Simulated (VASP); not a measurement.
# C (Fd-3m) in VASP: G0W0 quasiparticle levels with PBEsol

Aim: the G0W0 quasiparticle levels of C with PBEsol.

All numbers are computed with VASP 6.6.1; they aren't measurements. Logs are shortened: lines on timing, memory, paths and dates and some standing lists are left out, and cuts for length are marked.

## 1. The cell of the first run

It takes space group Fd-3m (No. 227, cubic). The conventional cell has a = 3.567 Å, b = 3.567 Å, c = 3.567 Å, α = 90.00°, β = 90.00°, γ = 90.00°. C (site symmetry -43m) has 4 C at 1.54 Å within 2.1 Å.

## 2. G0W0 quasiparticle levels, PBEsol

File POSCAR:

```
C
1.0
    0.0000000000      1.7833700000      1.7833700000
    1.7833700000      0.0000000000      1.7833700000
    1.7833700000      1.7833700000      0.0000000000
C
2
Direct
    0.0000000000      0.0000000000      0.0000000000
    0.2500000000      0.2500000000      0.2500000000
```

File INCAR.step1:

```
SYSTEM = C
  PREC = Accurate
  ENCUT = 500
  EDIFF = 1E-8
  ISMEAR = 0
  SIGMA = 0.01
  LREAL = .FALSE.
  LASPH = .TRUE.
  NELM = 60
  ALGO = Normal
  LWAVE = .TRUE.
  LCHARG = .FALSE.
  GGA = PS
```

File INCAR.step2:

```
SYSTEM = C
  PREC = Accurate
  ENCUT = 500
  EDIFF = 1E-8
  ISMEAR = 0
  SIGMA = 0.01
  LREAL = .FALSE.
  LASPH = .TRUE.
  NELM = 1
  ALGO = Exact
  LWAVE = .TRUE.
  LCHARG = .FALSE.
  GGA = PS
  NBANDS = 48
  LOPTICS = .TRUE.
  ISTART = 1
```

File INCAR.step3:

```
SYSTEM = C
  PREC = Accurate
  ENCUT = 500
  EDIFF = 1E-8
  ISMEAR = 0
  SIGMA = 0.01
  LREAL = .FALSE.
  LASPH = .TRUE.
  ALGO = EVGW0
  LWAVE = .FALSE.
  LCHARG = .FALSE.
  GGA = PS
  NELMGW = 1
  NBANDS = 48
  ENCUTGW = 80.0
  NOMEGA = 48
  PRECFOCK = Fast
  ISTART = 1
  NBANDSGW = 12
```

File KPOINTS:

```
regular mesh
0
G
  6 6 6
  0 0 0
```

Potentials or basis: VASP PAW PBE potentials, release 64 (C_GW).

The run is started by

```
cat potpaw_PBE.64/C_GW/POTCAR > POTCAR
cp INCAR.step1 INCAR
mpirun -np 1 vasp_std > vasp.out
cp INCAR.step2 INCAR
mpirun -np 1 vasp_std > vasp.out
cp INCAR.step3 INCAR
mpirun -np 1 vasp_std > vasp.out
```

OUTCAR:

```text
SYSTEM = C
   PREC = Accurate
   ENCUT = 500
   EDIFF = 1E-8
   ISMEAR = 0
   LREAL = .FALSE.
   LASPH = .TRUE.
   GGA = PS
   NELMGW = 1
   ENCUTGW = 80.0
   PRECFOCK = Fast
   ISTART = 1

 ion  position               nearest neighbor table
   1  0.000  0.000  0.000-   2 1.54   2 1.54   2 1.54   2 1.54
   2  0.250  0.250  0.250-   1 1.54   1 1.54   1 1.54   1 1.54

  LATTYP: Found a face centered cubic cell.
 ALAT       =     3.5667400000

  Lattice vectors:

 A1 = (   0.0000000000,   1.7833700000,   1.7833700000)
 A2 = (   1.7833700000,   0.0000000000,   1.7833700000)
 A3 = (   1.7833700000,   1.7833700000,   0.0000000000)

Analysis of symmetry for initial positions (statically):
=====================================================================
 Subroutine PRICEL returns:
 Original cell was already a primitive cell.

 Routine SETGRP: Setting up the symmetry group for a
 face centered cubic supercell.

 Subroutine GETGRP returns: Found 48 space group operations
 (whereof 24 operations were pure point group operations)
 out of a pool of 48 trial point group operations.

The static configuration has the point symmetry T_d .
 The point group associated with its full space group is O_h .

Analysis of symmetry for dynamics (positions and initial velocities):
=====================================================================
 Subroutine PRICEL returns:
 Original cell was already a primitive cell.

 Routine SETGRP: Setting up the symmetry group for a
 face centered cubic supercell.

 Subroutine GETGRP returns: Found 48 space group operations
 (whereof 24 operations were pure point group operations)
 out of a pool of 48 trial point group operations.

The dynamic configuration has the point symmetry T_d .
 The point group associated with its full space group is O_h .

 Subroutine INISYM returns: Found 48 space group operations
 (whereof 24 operations are pure point group operations),
 and found     1 'primitive' translations

----------------------------------------------------------------------------------------

                                     Primitive cell

  volume of cell :      11.3437

  direct lattice vectors                    reciprocal lattice vectors
     0.000000000  1.783370000  1.783370000    -0.280368067  0.280368067  0.280368067
     1.783370000  0.000000000  1.783370000     0.280368067 -0.280368067  0.280368067
     1.783370000  1.783370000  0.000000000     0.280368067  0.280368067 -0.280368067

  length of vectors
     2.522066041  2.522066041  2.522066041     0.485611737  0.485611737  0.485611737

  position of ions in fractional coordinates (direct lattice)
     0.000000000  0.000000000  0.000000000
     0.250000000  0.250000000  0.250000000

  ion indices of the primitive-cell ions
   primitive index   ion index
                 1           1
                 2           2

----------------------------------------------------------------------------------------

 KPOINTS: regular mesh

Automatic generation of k-mesh.
 Grid dimensions read from file:
 generate k-points for:    6    6    6

 Generating k-lattice:

  Cartesian coordinates                     Fractional coordinates (reciprocal lattice)
    -0.046728011  0.046728011  0.046728011     0.166666667  0.000000000  0.000000000
     0.046728011 -0.046728011  0.046728011     0.000000000  0.166666667  0.000000000
     0.046728011  0.046728011 -0.046728011     0.000000000  0.000000000  0.166666667

  Length of vectors
     0.080935290  0.080935290  0.080935290

  Shift w.r.t. Gamma in fractional coordinates (k-lattice)
     0.000000000  0.000000000  0.000000000

 Subroutine IBZKPT returns following result:
 ===========================================

 Found     16 irreducible k-points:

 Following reciprocal coordinates:
            Coordinates               Weight
  0.000000  0.000000  0.000000      1.000000
  0.166667  0.000000  0.000000      8.000000
  0.333333  0.000000  0.000000      8.000000
  0.500000  0.000000  0.000000      4.000000
  0.166667  0.166667  0.000000      6.000000
  0.333333  0.166667  0.000000     24.000000
[... 8 lines left out ...]
 -0.333333  0.333333  0.166667     24.000000
 -0.333333  0.500000  0.166667     12.000000
   k-points           NKPTS =     16   k-points in BZ     NKDIM =    216   number of bands    NBANDS=     48
   number of dos      NEDOS =    301   number of ions     NIONS =      2
   total plane-waves  NPLWV =   5832
   dimension x,y,z NGX =    18 NGY =   18 NGZ =   18
   dimension x,y,z NGXF=    36 NGYF=   36 NGZF=   36
   ions per type =               2
   NGX,Y,Z   is equivalent  to a cutoff of  11.86, 11.86, 11.86 a.u.
   NGXF,Y,Z  is equivalent  to a cutoff of  23.73, 23.73, 23.73 a.u.
 SYSTEM =  C
   PREC   = accura    normal or accurate (medium, high low for compatibility)
   ISTART =      1    job   : 0-new  1-cont  2-samecut
   ICHARG =      0    charge: 1-file 2-atom 10-const
   ISPIN  =      1    spin polarized calculation?
   LNONCOLLINEAR =      F non collinear calculations
   LSORBIT =      F    spin-orbit coupling
   LASPH  =      T    aspherical Exc in radial PAW
   ENCUT  =  500.0 eV  36.75 Ry    6.06 a.u.   4.60  4.60  4.60*2*pi/ulx,y,z
   NELM   =     60;   NELMIN=  2; NELMDL=  0     # of ELM steps
   EDIFF  = 0.1E-07   stopping-criterion for ELM
   LREAL  =      F    real-space projection
   EDIFFG = 0.1E-06   stopping-criterion for IOM
   NSW    =      0    number of steps for IOM
   IBRION =     -1    ionic relax: 0-MD 1-quasi-New 2-CG
   NFREE  =      0    steps in history (QN), initial steepest desc. (CG)
   ISIF   =      0    stress and relaxation
   ISYM   =      3    0-nonsym 1-usesym 2-fastsym
   POTIM  = 0.5000    time-step for ionic-motion
   TEBEG  =    0.0;   TEEND  =   0.0 temperature during run
   PSTRESS=    0.0 pullay stress
   NELECT =       8.0000    total number of electrons
   NUPDOWN=      -1.0000    fix difference up-down
   EMIN   =  10.00;   EMAX   =-10.00  energy-range for DOS
   EFERMI =   0.00;   METHOD = LEGACY
   ISMEAR =     0;   SIGMA  =   0.01  broadening in eV -4-tet -1-fermi 0-gaus
   EFERMI_NEDOS =   21; number of points for ismear=-14 and -15
   IALGO  =     38    algorithm
   IMIX   =      4    mixing-type and parameters
     AMIX     =   0.40;   BMIX     =  1.00
     AMIX_MAG =   1.60;   BMIX_MAG =  1.00
  volume/ion in A,a.u.               =       5.67        38.28
  Fermi-wavevector in a.u.,A,eV,Ry     =   1.457203  2.753714 28.891161  2.123440
  Thomas-Fermi vector in A             =   2.574032
   LORBIT       =      0    0 simple, 1 ext, 2 COOP (PROOUT), +10 PAW based schemes
   GGA     = PS    functional components
   LHFCALC =     T    Hartree Fock is set to
   PRECFOCK=fast      Normal, Fast or Accurate (Low or Medium for compatibility)
   ENCUT4O =  -1.0   cutoff for four orbital integrals eV
   NKREDX  =     1    reduce k-point grid by
   NKREDY  =     1    reduce k-point grid by
   NKREDZ  =     1    reduce k-point grid by
   AEXX    =    1.0000 exact exchange contribution
   HFSCREEN=    0.0000 screening length (either q_TF or 0.3 A-1)
   HFSCREENC=   0.0000 screening length for correlation (either q_TF or 0.3 A-1)
   ENCUTFOCK=  -1.0 apply spherical cutoff to Coloumb kernel
   IVDW    =     0    specifies the selected vdW correction
   LEPSILON=     F    determine dielectric tensor
   LRPA    =     F    only Hartree local field effects (RPA)
   LRPAFORCE           =     F    calculate RPA forces
   ENCUTGW             =  80.0    cutoff for response function in eV
   ENCUTGWSOFT         =  64.0    soft cutoff for Coulomb kernel in GW response function in eV
   ENCUTLF             =  -1.0    cutoff for local field effects
   NELMGW              =     1    number of iterations in solving QP/BSE equation
   NELMHF              =     1    number of iterations in the inner HF iteration
   NKREDLFX            =     1    NKREDLFY  =   1   NKREDLFZ  =   1
 non-spin polarized calculation
 Gauss-broadening in eV      SIGMA  =   0.01
  energy-cutoff  :      500.00
  volume of cell :       11.34
 maximum number of plane-waves:       302
  NGX = 12; NGY = 12; NGZ = 12
   NGX =  9   NGY =  9   NGZ =  9
 maximum number of plane-waves:        22
 NGX is ok and might be reduce to    10

 QP shifts <psi_nk| G(iteration)W_0 |psi_nk>: iteration 1
 for sc-GW calculations column KS-energies equals QP-energies in previous step
 and V_xc(KS)=  KS-energies - (<T + V_ion + V_H > + <T+V_H+V_ion>^1  + <V_x>^1)

 k-point   1 :       0.0000    0.0000    0.0000
  band No.  KS-energies  QP-energies   sigma(KS)   V_xc(KS)     V^pw_x(r,r')   Z            occupation Imag(sigma)

      1     -11.7765     -13.0540     -16.4575     -14.7673     -25.3747       0.7558       2.0000       1.4896
      2       9.7430       9.6025     -16.8916     -16.7221     -19.1326       0.8290       2.0000       0.0858
      3       9.7430       9.6025     -16.8916     -16.7221     -19.1326       0.8290       2.0000       0.0858
      4       9.7430       9.6025     -16.8916     -16.7221     -19.1326       0.8290       2.0000       0.0858
      5      15.2853      16.6489     -13.8721     -15.5222      -9.3147       0.8264       0.0000      -0.1043
      6      15.2853      16.6489     -13.8721     -15.5222      -9.3147       0.8264       0.0000      -0.1043
      7      15.2853      16.6489     -13.8721     -15.5222      -9.3147       0.8264       0.0000      -0.1043
      8      23.1082      24.3728     -14.6114     -16.2297      -7.7178       0.7814       0.0000      -0.2493
      9      28.7047      29.3996     -11.3962     -12.2559      -4.3784       0.8083       0.0000      -0.4135
     10      36.2160      37.4515     -12.4468     -13.9418      -5.9041       0.8264       0.0000      -0.5839
     11      36.2160      37.4515     -12.4468     -13.9418      -5.9041       0.8264       0.0000      -0.5839
     12      36.9950      37.7411     -10.9281     -11.8367      -3.2836       0.8212       0.0000      -0.9949

 k-point   2 :       0.1667    0.0000    0.0000
  band No.  KS-energies  QP-energies   sigma(KS)   V_xc(KS)     V^pw_x(r,r')   Z            occupation Imag(sigma)

      1     -11.0081     -12.2483     -16.4526     -14.8180     -25.1803       0.7587       2.0000       1.3911
      2       5.9635       5.4824     -16.5860     -15.9953     -19.7246       0.8144       2.0000       0.1232
      3       8.7113       8.4966     -16.7649     -16.5053     -19.2183       0.8271       2.0000       0.0935
      4       8.7113       8.4966     -16.7649     -16.5053     -19.2183       0.8271       2.0000       0.0935
      5      16.6335      18.0861     -13.9561     -15.7242      -9.0817       0.8215       0.0000      -0.1181
      6      16.6335      18.0861     -13.9561     -15.7242      -9.0817       0.8215       0.0000      -0.1181
      7      17.0992      18.4341     -14.0933     -15.7199      -9.1876       0.8206       0.0000      -0.1216
      8      23.7074      25.0919     -14.2539     -16.0333      -7.2572       0.7781       0.0000      -0.2674
      9      29.7174      30.5908     -11.6197     -12.7086      -4.3574       0.8021       0.0000      -0.4681
     10      32.3825      33.3776     -11.6287     -12.8278      -5.1004       0.8300       0.0000      -0.5148
     11      32.3825      33.3776     -11.6287     -12.8278      -5.1004       0.8300       0.0000      -0.5148
     12      35.2915      36.0833     -11.1027     -12.0744      -3.5131       0.8148       0.0000      -0.8386
[... 196 lines left out ...]
      1      -4.1697      -5.2038     -17.0641     -15.6980     -23.9932       0.7570       2.0000       0.5714
      2      -2.0280      -2.9440     -16.3098     -15.1127     -22.0463       0.7652       2.0000       0.3685
      3       1.8760       1.1052     -16.4711     -15.4961     -20.8956       0.7906       2.0000       0.2021
      4       3.7570       3.1427     -16.2446     -15.4819     -19.9290       0.8055       2.0000       0.1516
      5      18.3906      19.6035     -12.7750     -14.2461      -7.4282       0.8245       0.0000      -0.1370
      6      19.7203      21.0932     -13.6068     -15.2992      -7.8297       0.8112       0.0000      -0.1637
      7      23.4663      25.1207     -14.0331     -16.1465      -7.1071       0.7828       0.0000      -0.2678
      8      23.6943      25.3394     -13.8277     -15.9300      -6.8636       0.7825       0.0000      -0.2767
      9      27.7034      28.9881     -12.5642     -14.1561      -5.9268       0.8070       0.0000      -0.3423
     10      33.0153      34.6861     -13.4929     -15.6367      -5.2217       0.7794       0.0000      -0.7548
     11      36.8809      38.1467     -12.1945     -13.7632      -4.5514       0.8069       0.0000      -0.8736
     12      40.5888      41.5786     -11.4330     -12.6403      -3.7376       0.8198       0.0000      -1.1154

 k-point  16 :      -0.3333    0.5000    0.1667
  band No.  KS-energies  QP-energies   sigma(KS)   V_xc(KS)     V^pw_x(r,r')   Z            occupation Imag(sigma)

      1      -2.4747      -3.4593     -17.0079     -15.7147     -23.3046       0.7614       2.0000       0.4248
      2      -2.4747      -3.4593     -17.0079     -15.7147     -23.3046       0.7614       2.0000       0.4248
      3       1.8540       1.1294     -16.0423     -15.1291     -20.2129       0.7935       2.0000       0.1902
      4       1.8540       1.1294     -16.0423     -15.1291     -20.2129       0.7935       2.0000       0.1902
      5      17.8349      18.9724     -12.9369     -14.3157      -7.6235       0.8249       0.0000      -0.1354
      6      17.8349      18.9724     -12.9369     -14.3157      -7.6235       0.8249       0.0000      -0.1354
      7      24.2209      25.9372     -14.0053     -16.2043      -6.9475       0.7805       0.0000      -0.2912
      8      24.2209      25.9372     -14.0053     -16.2043      -6.9475       0.7805       0.0000      -0.2912
      9      31.3045      32.9113     -13.3516     -15.3976      -5.4949       0.7853       0.0000      -0.6108
     10      31.3045      32.9113     -13.3516     -15.3976      -5.4949       0.7853       0.0000      -0.6108
     11      40.2363      41.4710     -12.0463     -13.5704      -4.2432       0.8101       0.0000      -1.0878
     12      40.2363      41.4710     -12.0463     -13.5704      -4.2432       0.8101       0.0000      -1.0878
```

Wall time 59 s (1 thread of Intel Xeon Platinum 8259CL at 2.50GHz (Skylake/Cascade Lake), shared host); peak memory 0.19 GiB.

Results:

* Band gap on the k mesh, mean-field level: 4.04 eV, indirect (least direct gap 5.54 eV)
* Quasiparticle gap: 5.12 eV
* Least direct quasiparticle gap: 7.05 eV

Levels at points of the mesh, in eV from the valence-band top:
```csv
k point,band 1,band 2,band 3,band 4,band 5,band 6,band 7,band 8
"(0.00, 0.00, 0.00)",-21.52,0.00,0.00,0.00,5.54,5.54,5.54,13.37
"(0.50, 0.00, 0.00)",-15.69,-13.47,-2.81,-2.81,8.39,8.39,8.84,15.50
"(0.50, 0.50, 0.00)",-12.78,-12.78,-6.34,-6.34,4.60,4.60,16.80,16.80
```

Caveat: the k points lie up to 0.51 Å⁻¹ apart; bands, screening cutoff and mesh are small and nothing is extrapolated, so the quasiparticle values aren't converged.
